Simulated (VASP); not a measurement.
CaOsC2, 8 atoms in the cell. It takes space group P6_3mc (No. 186, hexagonal). Conventional cell: a = 3.612 Å, b = 3.612 Å, c = 12.679 Å, α = 90.00°, β = 90.00°, γ = 120.00°. Ca (site symmetry 3m) has 4 C at 2.47 Å within 3.3 Å. Os (site symmetry 3m) has 4 C at 1.99 to 2.16 Å within 2.6 Å. Within 2.6 Å of C (site symmetry 3m) lie 1 Os at 1.99 Å and 3 Ca at 2.47 Å. Within 2.9 Å of C (site symmetry 3m) lie 3 Os at 2.16 Å and 1 Ca at 2.47 Å. 

| Quantity | Value |
| --- | --- |
| Program | VASP 6.6.1 |
| Task | single point |
| Functional | PBE |
| Potentials or basis | VASP PAW PBE potentials, release 64 (Ca_sv, Os, C) |
| Cutoff | 520 eV |
| k mesh | 6 × 6 × 2 |
| Occupations | gaussian, width 0.1 eV |
| Spin | no spin polarisation |
| Dipole correction | no |
| Further INCAR settings | ALGO = Fast; EDIFF = 1e-06; NBANDS = 36 |

Potentials or basis: VASP PAW PBE potentials, release 64 (Ca_sv, Os, C).

Run with:

```console
$ cat potpaw_PBE.64/Ca_sv/POTCAR potpaw_PBE.64/Os/POTCAR potpaw_PBE.64/C/POTCAR > POTCAR
$ mpirun -np 1 vasp_std > vasp.out
```

Hardware: 1 thread of Oxide Virtual Turin-like Processor, on a shared host.

Estimate the wall time of this run.

It took 3.8 min on 1 thread of Oxide Virtual Turin-like Processor, on a shared host, peak memory 0.26 GiB. Counts: scf iterations 23, k points 14.
